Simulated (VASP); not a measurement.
The system is Al.

```
Al
1.0
     0.00000    2.02398    2.02398
     2.02398    0.00000    2.02398
     2.02398    2.02398    0.00000
Al
1
Direct
  0.00000 0.00000 0.00000
```

```yaml
Program: VASP 6.6.1
Task: relaxation of cell and atoms
Functional: PBE
Dispersion: D3(BJ)
Potentials_or_basis: VASP PAW PBE potentials, release 64 (Al)
Cutoff: 600 eV
k_mesh: 18 × 18 × 18
Occupations: gaussian, width 0.1 eV
Spin: no spin polarisation
```

At the start: pressure -3.8 GPa; volume 16.58 Å³/atom.

**Question.** How do energy, volume and symmetry change on relaxing?

**Answer.** Over 3 steps the energy falls by 9.9 meV/atom and the volume is 15.78 Å³/atom (-4.8 %); space group Fm-3m (No. 225, to 0.05 Å).

Step by step:
```tsv
step	energy change (eV)	largest force (eV/Å)	pressure (GPa)	volume (Å³)
1	0.0000	0.0000	-3.77	16.58
2	-0.0096	0.0000	0.64	15.66
3	-0.0099	0.0000	0.01	15.78
```

Final structure:
```yaml
crystal:
  lattice:
    - [0.00000, 1.99079, 1.99079]
    - [1.99079, 0.00000, 1.99079]
    - [1.99079, 1.99079, 0.00000]
  atoms:
    - { symbol: Al, position: [0.00000, 0.00000, 0.00000] }
```

Caveat: pairwise dispersion overbinds metals, which lowers pressure and volume.
